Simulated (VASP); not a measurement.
Set up this calculation in VASP 6.6.1, as the native input.

```yaml
Task: single point
Functional: PBE
Potentials_or_basis: VASP PAW PBE potentials, release 64 (Pt)
Cutoff: 520 eV
k_mesh: 18 × 18 × 10
Occupations: gaussian, width 0.15 eV
Spin: no spin polarisation
Dipole_correction: no
Further_INCAR_settings: ALGO = Fast; EDIFF = 1e-07; NBANDS = 17
```

The structure of Pt lies in POSCAR:

```
Pt
1.0
    2.6620000000      0.0000000000      0.0000000000
   -1.3310000000      2.3053596249      0.0000000000
    0.0000000000      0.0000000000      4.6618000000
Pt
2
Direct
    0.6666666667      0.3333333333      0.7500000000
    0.3333333333      0.6666666667      0.2500000000
```

One way to write it, as run:

INCAR

```
SYSTEM = Pt
PREC = Accurate ; ENCUT = 520
EDIFF = 1E-7 ; ISMEAR = 0
SIGMA = 0.15 ; LREAL = .FALSE.
LASPH = .TRUE. ; NELM = 80
ALGO = Fast ; ISIF = 2
LWAVE = .FALSE. ; LCHARG = .FALSE.
GGA = PE ; NBANDS = 17
```

KPOINTS

```
Automatic mesh
0
G
  18 18 10
  0 0 0
```

Potentials or basis: VASP PAW PBE potentials, release 64 (Pt).

Command:

```bash
$ cat potpaw_PBE.64/Pt/POTCAR > POTCAR
$ mpirun -np 1 vasp_std > vasp.out
```

It gave:

- Pressure: 30.5 GPa
- Band gap on the k mesh: zero (band 10 reaches 12.93 eV, above the bottom of band 11 at 11.37 eV)

Caveat: spin-orbit coupling is left out, which moves the levels of the heavy elements.

Wall time 38 s on 1 thread of Intel(R) Xeon(R) 6975P-C (Granite Rapids) (shared host), peak memory 0.2 GiB.
